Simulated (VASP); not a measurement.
Set up this calculation in VASP 6.6.1, as the native input.

```yaml
Task: single point
Functional: PBE
Potentials_or_basis: VASP PAW PBE potentials, release 64 (Mo_sv)
Cutoff: 520 eV
k_mesh: 15 × 15 × 8
Occupations: fermi-dirac, width 0.08 eV
Spin: no spin polarisation
Dipole_correction: no
Further_INCAR_settings: ALGO = Normal; EDIFF = 1e-06; NBANDS = 21
```

The structure of Mo lies in POSCAR:

```
Mo
1.0
    2.3792751597      0.0000000000      0.0000000000
   -1.1896375798      2.0605127309      0.0000000000
    0.0000000000      0.0000000000      3.8126140305
Mo
2
Direct
    0.3333333333      0.6666666667      0.2500000000
    0.6666666667      0.3333333333      0.7500000000
```

This cell differs from its parent crystal: volume scaled by 0.58.

One way to write it, as run:

INCAR

```
ALGO = Normal
EDIFF = 1E-6
ENCUT = 520
GGA = PE
ISIF = 2
ISMEAR = -1
LASPH = True
LCHARG = True
LELF = True
LREAL = False
LVHAR = True
LWAVE = False
NBANDS = 21
NELM = 80
PREC = Accurate
SIGMA = 0.08
```

KPOINTS

```
k-points
0
Gamma
  15 15 8
```

Potentials or basis: VASP PAW PBE potentials, release 64 (Mo_sv).

The run is started by

```sh
$ cat potpaw_PBE.64/Mo_sv/POTCAR > POTCAR
$ mpirun -np 1 vasp_std > vasp.out
```

Results of the run:

* Pressure: 368.8 GPa
* Band gap on the k mesh: zero (band 14 reaches 24.97 eV, above the bottom of band 15 at 20.33 eV)

Wall time 23 s on 1 thread of Intel Xeon 6975P-C, with other jobs on the host, peak memory 0.16 GiB.
